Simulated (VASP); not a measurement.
# MgO (Fm-3m) in VASP: a series of runs, part 2 of 2

VASP 6.6.1. The steps go on from the part before.

**4. Single point, PBE (the cell strained)**

INCAR

```
PREC = Accurate ; ENCUT = 600
EDIFF = 1E-6 ; ISMEAR = 0
SIGMA = 0.05 ; LREAL = F
LASPH = T ; NELM = 120
ALGO = Normal ; ISIF = 2
LWAVE = F ; LCHARG = T
GGA = PE ; LELF = T
LVHAR = T ; NBANDS = 11
GGA_COMPAT = F
```

KPOINTS

```
Automatic mesh
0
Gamma
  10 10 10
```

POSCAR

```
MgO
1.0
    0.0000000000      2.1095627621      2.1095627621
    2.1095627621      0.0000000000      2.1095627621
    2.1095627621      2.1095627621      0.0000000000
Mg O
1 1
Direct
    0.0000000000      0.0000000000      0.0000000000
    0.5000000000      0.5000000000      0.5000000000
```

Potentials or basis: VASP PAW PBE potentials, release 64 (Mg, O).

Command:

```
$ cat potpaw_PBE.64/Mg/POTCAR potpaw_PBE.64/O/POTCAR > POTCAR
$ mpirun -np 1 vasp_std > vasp.out
```

OUTCAR:

```text
PREC = Accurate
   ENCUT = 600
   EDIFF = 1E-6
   ISMEAR = 0
   LREAL = F
   LASPH = T
   NELM = 120
   ISIF = 2
   GGA = PE

 ion  position               nearest neighbor table
   1  0.000  0.000  0.000-   2 2.11   2 2.11   2 2.11   2 2.11   2 2.11   2 2.11
   2  0.500  0.500  0.500-   1 2.11   1 2.11   1 2.11   1 2.11   1 2.11   1 2.11

  LATTYP: Found a face centered cubic cell.
 ALAT       =     4.2191255242

  Lattice vectors:

 A1 = (   0.0000000000,   2.1095627621,   2.1095627621)
 A2 = (   2.1095627621,   0.0000000000,   2.1095627621)
 A3 = (   2.1095627621,   2.1095627621,   0.0000000000)

Analysis of symmetry for initial positions (statically):
=====================================================================
 Subroutine PRICEL returns:
 Original cell was already a primitive cell.

 Routine SETGRP: Setting up the symmetry group for a
 face centered cubic supercell.

 Subroutine GETGRP returns: Found 48 space group operations
 (whereof 48 operations were pure point group operations)
 out of a pool of 48 trial point group operations.

The static configuration has the point symmetry O_h .
[... 170 lines left out ...]
      1     -14.0894      2.00000
      2       3.1474      2.00000
      3       3.1474      2.00000
      4       3.1474      2.00000
      5       7.8263      0.00000
      6      18.9211      0.00000
      7      18.9211      0.00000
      8      18.9211      0.00000
      9      22.8233      0.00000
     10      24.5931      0.00000
     11      24.5931      0.00000
[... 309 lines left out ...]
 k-point    24 :       0.4000    0.3000    0.0000
  band No.  band energies     occupation
      1     -12.8637      2.00000
      2      -0.4110      2.00000
      3       1.8520      2.00000
      4       2.0693      2.00000
      5      12.6728      0.00000
      6      13.3114      0.00000
      7      16.6971      0.00000
      8      21.2605      0.00000
      9      21.4659      0.00000
     10      27.9744      0.00000
     11      30.0243      0.00000

 [... further k-points ...]

------------------------ aborting loop because EDIFF is reached ----------------------------------------

  FORCE on cell =-STRESS in cart. coord.  units (eV):
  Direction    XX          YY          ZZ          XY          YZ          ZX
  --------------------------------------------------------------------------------------
  -------------------------------------------------------------------------------------
  Total        0.3348599      0.3348599      0.3348599     -0.0000000      0.0000000      0.0000000
  in kB       28.5736933     28.5736933     28.5736933     -0.0000000      0.0000000      0.0000000
  external PRESSURE =      28.5736933 kB  Pullay stress =       0.0000000 kB

 VOLUME and BASIS-vectors are now :
 -----------------------------------------------------------------------------
  energy-cutoff  :      600.00
  volume of cell :       18.78
      direct lattice vectors                 reciprocal lattice vectors
     0.000000000  2.109562762  2.109562762    -0.237015940  0.237015940  0.237015940
     2.109562762  0.000000000  2.109562762     0.237015940 -0.237015940  0.237015940
     2.109562762  2.109562762  0.000000000     0.237015940  0.237015940 -0.237015940

 POSITION                                       TOTAL-FORCE (eV/Angst)
 -----------------------------------------------------------------------------------
      0.00000      0.00000      0.00000        -0.000000      0.000000     -0.000000
      2.10956      2.10956      2.10956         0.000000     -0.000000      0.000000
 -----------------------------------------------------------------------------------
    total drift:                               -0.000000     -0.000000      0.000000

  FREE ENERGIE OF THE ION-ELECTRON SYSTEM (eV)
  ---------------------------------------------------
  free  energy   TOTEN  =       -11.9111246673 eV

  energy  without entropy=      -11.9111246673  energy(sigma->0) =      -11.91112467
```

OSZICAR:

```text
N       E                     dE             d eps       ncg     rms          rms(c)
DAV:   1     0.189211487468E+02    0.18921E+02   -0.49380E+03  1170   0.730E+02
DAV:   2    -0.126768976769E+02   -0.31598E+02   -0.30677E+02  1198   0.149E+02
DAV:   3    -0.134665821775E+02   -0.78968E+00   -0.78904E+00  1232   0.208E+01
DAV:   4    -0.134686179694E+02   -0.20358E-02   -0.20357E-02  1118   0.120E+00
DAV:   5    -0.134686245117E+02   -0.65423E-05   -0.65423E-05  1220   0.668E-02    0.721E+00
DAV:   6    -0.119284061850E+02    0.15402E+01   -0.87875E+00  1070   0.163E+01    0.223E+00
DAV:   7    -0.119169793228E+02    0.11427E-01   -0.61658E-02  1130   0.218E+00    0.135E+00
DAV:   8    -0.119115798419E+02    0.53995E-02   -0.29125E-02  1085   0.193E+00    0.250E-01
DAV:   9    -0.119111513864E+02    0.42846E-03   -0.64954E-04  1169   0.179E-01    0.140E-01
DAV:  10    -0.119111225706E+02    0.28816E-04   -0.58360E-04  1145   0.180E-01    0.964E-03
DAV:  11    -0.119111248030E+02   -0.22324E-05   -0.29390E-06  1187   0.148E-02    0.593E-03
DAV:  12    -0.119111246673E+02    0.13576E-06   -0.70950E-07   625   0.660E-03
   1 F= -.11911125E+02 E0= -.11911125E+02  d E =-.131861E-14
```

Run time: 9.3 s. Hardware: 1 thread of Intel Xeon Platinum 8259CL at 2.50GHz (Skylake/Cascade Lake), shared host; peak memory 0.14 GiB.

What came out:

```
Free energy            : -11.9111 eV
Pressure               : 2.9 GPa
Band gap on the k mesh : 4.68 eV
```

Caveat: the cell differs from its parent crystal (the cell strained).

**5. The runs side by side**

| cell | gap on the mesh (eV) | pressure (GPa) |
| --- | --- | --- |
| a = 2.933 Å, angles 60.0°, 2 atoms | 5.19 | 12.2 |
| a = 2.958 Å, angles 60.0°, 2 atoms | 4.93 | 7.3 |
| a = 2.983 Å, angles 60.0°, 2 atoms | 4.68 | 2.9 |

Alike in all rows: task single point; level PBE; potentials or basis VASP PAW PBE potentials, release 64 (Mg, O); no spin polarisation; k mesh 10 × 10 × 10; cutoff (eV) 600; smearing gaussian 0.05 eV.

Caveats: the cell stands under pressure (at least some runs).

Total energies depend on the potentials used, so only differences within one code and one set of settings carry meaning.
